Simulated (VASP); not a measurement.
Here is a VASP 6.6.1 calculation.

The input INCAR:

```
  PREC = Accurate
  ENCUT = 520
  EDIFF = 1E-6
  ISMEAR = 0
  SIGMA = 0.01
  LREAL = Auto
  LASPH = True
  NELM = 150
  ALGO = Fast
  ISIF = 2
  LWAVE = False
  LCHARG = True
  ISPIN = 2
  MAGMOM = 0.2 0 0 0 0.2 0.2 0 0.2 0.2 0 0 0 0 0 0 0
  LORBIT = 11
  GGA = PE
  LELF = True
  LVHAR = True
  NBANDS = 94
  NELECT = 153.0
```

Contents of KPOINTS:

```
Automatic mesh
0
Gamma
  4 4 4
```

Contents of POSCAR:

```
Ga9N7
1.0
    0.0000000000      0.0000000000     -5.2431684262
    6.4367416346      0.0000000000      0.0000000000
   -3.2183708173     -5.5743817732      0.0000000000
Ga N
9 7
Direct
    0.5954527088      0.1666666667      0.3333333333
    0.4866223082      0.6667204281      0.3334408562
    0.4866223082      0.1665591438      0.8332795719
    0.4866223082      0.6667204281      0.8332795719
   -0.0152645888      0.8047386334      0.1523693167
   -0.0152645888      0.3476306833      0.1523693167
   -0.0111789693      0.8333333333      0.6666666667
   -0.0152645888      0.3476306833      0.6952613666
    0.1656360967      0.1666666667      0.3333333333
    0.1185429822      0.6696945739      0.3393891477
    0.1185429822      0.1606108523      0.8303054261
    0.1185429822      0.6696945739      0.8303054261
    0.6221214232      0.8088964945      0.1544482473
    0.6221214232      0.3455517527      0.1544482473
    0.6140237897      0.8333333333      0.6666666667
    0.6221214232      0.3455517527      0.6911035055
```

Potentials or basis: VASP PAW PBE potentials, release 64 (Ga_d, N).

The run is started by

```console
$ cat potpaw_PBE.64/Ga_d/POTCAR potpaw_PBE.64/N/POTCAR > POTCAR
$ mpirun -np 1 vasp_std > vasp.out
```

(1) Predict the net moment.

(2) Estimate the largest force.

Answers

(1) 0.00 μB per cell.

(2) 0.015 eV/Å.

Caveat: the cell carries a net charge on a neutralising background, which shifts energy and pressure.
